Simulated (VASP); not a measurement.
# LaCo2B2 (I4/mmm) in VASP: single point with LDA

Aim: the single point of LaCo2B2 with LDA.

Everything below comes from runs of VASP 6.6.1. Logs are shortened: lines on timing, memory, paths and dates and some standing lists are left out, and cuts for length are marked.

## 1. The cell of the first run

Symmetry: I4/mmm, No. 139, tetragonal system. The conventional cell has a = 3.521 Å, b = 3.521 Å, c = 10.094 Å, α = 90.00°, β = 90.00°, γ = 90.00°. La (site symmetry 4/mmm) has 10 B at 3.00 to 3.37 Å and 8 Co at 3.08 Å and 4 La at 3.52 Å within 4.0 Å. B (site symmetry 4mm) has 4 Co at 1.95 Å within 2.6 Å. Within 2.6 Å of Co (site symmetry -4m2) lie 4 B at 1.95 Å and 4 Co at 2.49 Å.

## 2. Single point, LDA, non-collinear spin, typed start, spin-orbit coupling

The input, INCAR:

```
SYSTEM = LaCo2B2
PREC = Accurate
ENCUT = 520
EDIFF = 1E-6
ISMEAR = -1
SIGMA = 0.0377
LREAL = .False.
LASPH = .True.
NELM = 150
ALGO = Normal
ISIF = 2
LWAVE = .False.
LCHARG = .False.
MAGMOM = 0 0 0 0 0 0 0 0 0 1.042 1.042 -2.613 1.042 1.042 -2.613
LORBIT = 11
LSORBIT = .True.
GGA_COMPAT = .False.
LORBMOM = .True.
LMAXMIX = 6
GGA = CA
NBANDS = 50
```

The input, KPOINTS:

```
regular mesh
0
Gamma
  5 5 5
  0 0 0
```

The input, POSCAR:

```
LaCo2B2
1.0
   -0.0000000058      3.5208659019      0.0000000348
    3.5208659019     -0.0000000058      0.0000000348
    1.7604329044      1.7604329044     -5.0471620317
La B Co
1 2 2
Direct
    0.0000000000      0.0000000000      0.0000000000
    0.3336617266      0.3336617266      0.3326765439
    0.6663382734      0.6663382734      0.6673234561
    0.7500000004      0.2499999996      0.5000000000
    0.2499999996      0.7500000004      0.5000000000
```

Potentials or basis: VASP PAW LDA potentials, release 64 (La, B, Co).

Run with:

```console
cat potpaw_LDA.64/La/POTCAR potpaw_LDA.64/B/POTCAR potpaw_LDA.64/Co/POTCAR > POTCAR
mpirun -np 1 vasp_ncl > vasp.out
```

OUTCAR:

```text
SYSTEM = LaCo2B2
   PREC = Accurate
   ENCUT = 520
   EDIFF = 1E-6
   ISMEAR = -1
   LREAL = .False.
   LASPH = .True.
   NELM = 150
   ISIF = 2
   LORBIT = 11
   LSORBIT = .True.
   GGA = CA

 ion  position               nearest neighbor table
   1  0.000  0.000  0.000-   4 3.08   5 3.08   4 3.08   5 3.08   4 3.08   5 3.08   4 3.08   5 3.08

   2  0.334  0.334  0.333-   4 1.95   5 1.95   5 1.95   4 1.95
   3  0.666  0.666  0.667-   4 1.95   5 1.95   5 1.95   4 1.95
   4  0.750  0.250  0.500-   2 1.95   3 1.95   2 1.95   3 1.95   5 2.49   5 2.49   5 2.49   5 2.49
                             1 3.08   1 3.08   1 3.08   1 3.08
   5  0.250  0.750  0.500-   2 1.95   3 1.95   2 1.95   3 1.95   4 2.49   4 2.49   4 2.49   4 2.49
                             1 3.08   1 3.08   1 3.08   1 3.08

  LATTYP: Found a body centered tetragonal cell.
 ALAT       =     3.5208659019
 C/A-ratio  =     2.8670004522

  Lattice vectors:

 A1 = (  -1.7604329102,   1.7604329975,   5.0471620665)
 A2 = (   1.7604329975,  -1.7604329102,   5.0471620665)
 A3 = (   1.7604329044,   1.7604329044,  -5.0471620317)

Analysis of symmetry for initial positions (statically):
=====================================================================
 Subroutine PRICEL returns:
 Original cell was already a primitive cell.

 Routine SETGRP: Setting up the symmetry group for a
 body centered tetragonal supercell.

 Subroutine GETGRP returns: Found 16 space group operations
 (whereof 16 operations were pure point group operations)
 out of a pool of 16 trial point group operations.

The static configuration has the point symmetry D_4h.

Analysis of symmetry for dynamics (positions and initial velocities):
=====================================================================
 Subroutine PRICEL returns:
 Original cell was already a primitive cell.

 Routine SETGRP: Setting up the symmetry group for a
 body centered tetragonal supercell.

 Subroutine GETGRP returns: Found 16 space group operations
 (whereof 16 operations were pure point group operations)
 out of a pool of 16 trial point group operations.

The dynamic configuration has the point symmetry D_4h.

Analysis of structural, dynamic, and magnetic symmetry:
=====================================================================
 Subroutine PRICEL returns:
 Original cell was already a primitive cell.

 Routine SETGRP: Setting up the symmetry group for a
 body centered tetragonal supercell.

 Subroutine GETGRP returns: Found  2 space group operations
 (whereof  2 operations were pure point group operations)
 out of a pool of 16 trial point group operations.

The overall configuration has the point symmetry S_2 .

 Subroutine INISYM returns: Found  2 space group operations
 (whereof  2 operations are pure point group operations),
 and found     1 'primitive' translations

----------------------------------------------------------------------------------------

                                     Primitive cell

  volume of cell :      62.5671

  direct lattice vectors                    reciprocal lattice vectors
    -0.000000006  3.520865902  0.000000035    -0.000000001  0.284021040  0.099065570
     3.520865902 -0.000000006  0.000000035     0.284021040 -0.000000001  0.099065570
     1.760432904  1.760432904 -5.047162032     0.000000002  0.000000002 -0.198131145

  length of vectors
[... 137 lines left out ...]
 E-fermi :   9.5976     XC(G=0): -12.2018

 val. band max:        9.5657437506   @ k =  -0.4000  -0.2000   0.4000
 cond. band min:       9.6991589073   @ k =  -0.0000  -0.0000   0.2000
 fundamental gap:      0.1334151567
 Fermi energy:         9.5975793808

 k-point     1 :       0.0000    0.0000    0.0000
  band No.  band energies     occupation
      1     -22.3955      1.00000
      2     -22.3955      1.00000
      3      -7.5586      1.00000
      4      -7.5586      1.00000
      5      -5.3958      1.00000
      6      -5.3958      1.00000
[... 1189 lines left out ...]
     46      12.0002      0.00000
     47      12.2105      0.00000

 [... further k-points ...]

 [bands above 47 left out]

------------------------ aborting loop because EDIFF is reached ----------------------------------------

  FORCE on cell =-STRESS in cart. coord.  units (eV):
  Direction    XX          YY          ZZ          XY          YZ          ZX
  --------------------------------------------------------------------------------------
  -------------------------------------------------------------------------------------
  Total        0.1000325      0.1000512     -0.0174593     -0.0000937      0.0001270      0.0000920
  in kB        2.5615655      2.5620441     -0.4470849     -0.0023987      0.0032511      0.0023561
  external PRESSURE =       1.5588416 kB  Pullay stress =       0.0000000 kB

 VOLUME and BASIS-vectors are now :
 -----------------------------------------------------------------------------
  energy-cutoff  :      520.00
  volume of cell :       62.57
      direct lattice vectors                 reciprocal lattice vectors
    -0.000000006  3.520865902  0.000000035    -0.000000001  0.284021040  0.099065570
     3.520865902 -0.000000006  0.000000035     0.284021040 -0.000000001  0.099065570
     1.760432904  1.760432904 -5.047162032     0.000000002  0.000000002 -0.198131145

 POSITION                                       TOTAL-FORCE (eV/Angst)
 -----------------------------------------------------------------------------------
      0.00000      0.00000      0.00000        -0.000000     -0.000000      0.000000
      1.76043      1.76043     -1.67907         0.000005      0.000008      0.028732
      3.52087      3.52087     -3.36809        -0.000005     -0.000008     -0.028732
      1.76043      3.52087     -2.52358         0.000029     -0.000027     -0.000000
      3.52087      1.76043     -2.52358        -0.000029      0.000027      0.000000
 -----------------------------------------------------------------------------------
    total drift:                                0.000000      0.000000     -0.000000

  FREE ENERGIE OF THE ION-ELECTRON SYSTEM (eV)
  ---------------------------------------------------
  free  energy   TOTEN  =       -39.8263357791 eV

  energy  without entropy=      -39.8161797512  energy(sigma->0) =      -39.82125777

 orbital moment (x)

 # of ion     p       d       f       tot
 ------------------------------------------------
  1         0.000  -0.000   0.000  -0.000
  2        -0.000   0.000   0.000  -0.000
  3        -0.000   0.000   0.000  -0.000
  4        -0.000  -0.000   0.000  -0.000
  5        -0.000  -0.000   0.000  -0.000
 ------------------------------------------------
           -0.000  -0.000   0.000  -0.000

 orbital moment (y)

 # of ion     p       d       f       tot
 ------------------------------------------------
  1         0.000  -0.000   0.000  -0.000
  2        -0.000   0.000   0.000  -0.000
  3        -0.000   0.000   0.000  -0.000
  4        -0.000  -0.000   0.000  -0.000
  5        -0.000  -0.000   0.000  -0.000
 ------------------------------------------------
           -0.000  -0.000   0.000  -0.000

 orbital moment (z)

 # of ion     p       d       f       tot
 ------------------------------------------------
  1        -0.000  -0.000  -0.000  -0.000
  2         0.000   0.000   0.000   0.000
  3         0.000   0.000   0.000   0.000
  4         0.000   0.000   0.000   0.000
  5         0.000   0.000   0.000   0.000
 ------------------------------------------------
            0.000   0.000  -0.000   0.000

 Spin-Orbit-Coupling matrix elements

 Ion:    1  E_soc:     -0.6165383
 l=   1
     0.0000000    -0.1016067    -0.1013574
    -0.1016067     0.0000000    -0.1016068
    -0.1013574    -0.1016068     0.0000000
 l=   2
     0.0000000    -0.0001853     0.0000000    -0.0001853    -0.0007163
    -0.0001853     0.0000000    -0.0007270    -0.0002610    -0.0002184
     0.0000000    -0.0007270     0.0000000    -0.0007270     0.0000000
    -0.0001853    -0.0002610    -0.0007270     0.0000000    -0.0002184
    -0.0007163    -0.0002184     0.0000000    -0.0002184     0.0000000
 l=   3
     0.0000000    -0.0000171     0.0000000     0.0000000     0.0000000    -0.0000098    -0.0000558
    -0.0000171     0.0000000    -0.0000354     0.0000000    -0.0000354    -0.0000490    -0.0000171
     0.0000000    -0.0000354     0.0000000    -0.0000731    -0.0000164    -0.0000338     0.0000000
     0.0000000     0.0000000    -0.0000731     0.0000000    -0.0000731     0.0000000     0.0000000
[... 69 lines left out ...]
 l=   2
     0.0000000    -0.0004737     0.0000000    -0.0004737    -0.0013405
    -0.0004737     0.0000000    -0.0014182    -0.0003608    -0.0003117
     0.0000000    -0.0014182     0.0000000    -0.0014182     0.0000000
    -0.0004737    -0.0003608    -0.0014182     0.0000000    -0.0003117
    -0.0013405    -0.0003117     0.0000000    -0.0003117     0.0000000
 l=   3
     0.0000000     0.0000000     0.0000000     0.0000000     0.0000000     0.0000000     0.0000000
     0.0000000     0.0000000     0.0000000     0.0000000     0.0000000     0.0000000     0.0000000
     0.0000000     0.0000000     0.0000000     0.0000000     0.0000000     0.0000000     0.0000000
     0.0000000     0.0000000     0.0000000     0.0000000     0.0000000     0.0000000     0.0000000
     0.0000000     0.0000000     0.0000000     0.0000000     0.0000000     0.0000000     0.0000000
     0.0000000     0.0000000     0.0000000     0.0000000     0.0000000     0.0000000     0.0000000
     0.0000000     0.0000000     0.0000000     0.0000000     0.0000000     0.0000000     0.0000000

 total charge

# of ion       s       p       d       f       tot
--------------------------------------------------
    1        2.051   5.637   0.813   0.169   8.670
    2        0.741   1.118   0.000   0.000   1.859
    3        0.741   1.118   0.000   0.000   1.859
    4        0.555   0.731   7.519   0.000   8.805
    5        0.555   0.731   7.519   0.000   8.805
--------------------------------------------------
tot          4.643   9.336  15.851   0.169  29.998

 magnetization (x)

# of ion       s       p       d       f       tot
--------------------------------------------------
    1       -0.000   0.000   0.000  -0.000   0.000
    2        0.000   0.000   0.000   0.000   0.000
    3        0.000   0.000   0.000   0.000   0.000
    4        0.000   0.000  -0.000   0.000  -0.000
    5        0.000   0.000  -0.000   0.000  -0.000
--------------------------------------------------
tot         -0.000   0.000  -0.000  -0.000  -0.000

 magnetization (y)

# of ion       s       p       d       f       tot
--------------------------------------------------
    1       -0.000   0.000   0.000  -0.000   0.000
    2        0.000   0.000   0.000   0.000   0.000
    3        0.000   0.000   0.000   0.000   0.000
    4        0.000   0.000  -0.000   0.000  -0.000
    5        0.000   0.000  -0.000   0.000  -0.000
--------------------------------------------------
tot          0.000   0.000  -0.000  -0.000  -0.000

 magnetization (z)

# of ion       s       p       d       f       tot
--------------------------------------------------
    1        0.000  -0.000  -0.000   0.000  -0.000
    2       -0.000  -0.000   0.000   0.000  -0.000
    3       -0.000  -0.000   0.000   0.000  -0.000
    4       -0.000  -0.000   0.000   0.000   0.000
    5       -0.000  -0.000   0.000   0.000   0.000
--------------------------------------------------
tot         -0.000  -0.000   0.000   0.000   0.000
```

Run time: 9.3 min. Hardware: 1 thread of AMD EPYC 7R13 (Zen 3), shared host; peak memory 0.44 GiB.

What came out:

* Free energy: -39.8263 eV
* Pressure: 0.2 GPa
* Largest force: 0.029 eV/Å
* Net moment: 0.00 μB per cell
* Valence electrons inside the program's atomic spheres: La 8.67; B 1.86; Co 8.80

Forces in eV/Å, atoms in the order of the input:
```
La   0.000  0.000  0.000
B    0.000  0.000  0.029
B    0.000  0.000 -0.029
Co   0.000  0.000  0.000
Co   0.000  0.000  0.000
```

Stress tensor (GPa, compression positive):
```
 0.26  0.00  0.00
 0.00  0.26  0.00
 0.00  0.00 -0.04
```

Moments on the atoms (μB; x, y, z):
```
La  0.00 0.00 0.00
B   0.00 0.00 0.00
B   0.00 0.00 0.00
Co  0.00 0.00 0.00
Co  0.00 0.00 0.00
```

Caveat: the k points lie up to 0.38 Å⁻¹ apart.
